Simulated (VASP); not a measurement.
Here is a VASP 6.6.1 calculation.

File POSCAR:

```
LiF
1.0
    0.0000000000      1.9449999471      1.9449999471
    1.9449999471      0.0000000000      1.9449999471
    1.9449999471      1.9449999471      0.0000000000
Li F
1 1
Direct
    0.0000000000      0.0000000000      0.0000000000
    0.5000000000      0.5000000000      0.5000000000
```

INCAR.step1

```
PREC = Accurate ; ENCUT = 520
ISMEAR = 0 ; SIGMA = 0.01
LREAL = False ; LASPH = True
NELM = 100 ; NBANDS = 12
GGA = PE ; ALGO = Normal
EDIFF = 1E-4 ; LWAVE = True
LCHARG = False
```

Contents of INCAR.step2:

```
PREC = Accurate ; ENCUT = 520
EDIFF = 1E-7 ; ISMEAR = 0
SIGMA = 0.01 ; LREAL = False
LASPH = True ; NELM = 100
ALGO = Normal ; ISIF = 2
LWAVE = False ; LCHARG = True
METAGGA = R2SCAN ; LMIXTAU = True
LELF = True ; LVHAR = True
NBANDS = 12 ; ISTART = 1
```

Contents of KPOINTS:

```
regular mesh
0
Gamma
  10 10 10
```

Potentials or basis: VASP PAW PBE potentials, release 64 (Li_sv, F).

The run is started by

```bash
$ cat potpaw_PBE.64/Li_sv/POTCAR potpaw_PBE.64/F/POTCAR > POTCAR
$ cp INCAR.step1 INCAR
$ mpirun -np 1 vasp_std > vasp.out
$ cp INCAR.step2 INCAR
$ mpirun -np 1 vasp_std > vasp.out
```

(1) Predict the band gap on the k mesh.

Results:

(1) 11.32 eV, direct.

Caveat: the cell differs from its parent crystal (strain -2.5%).
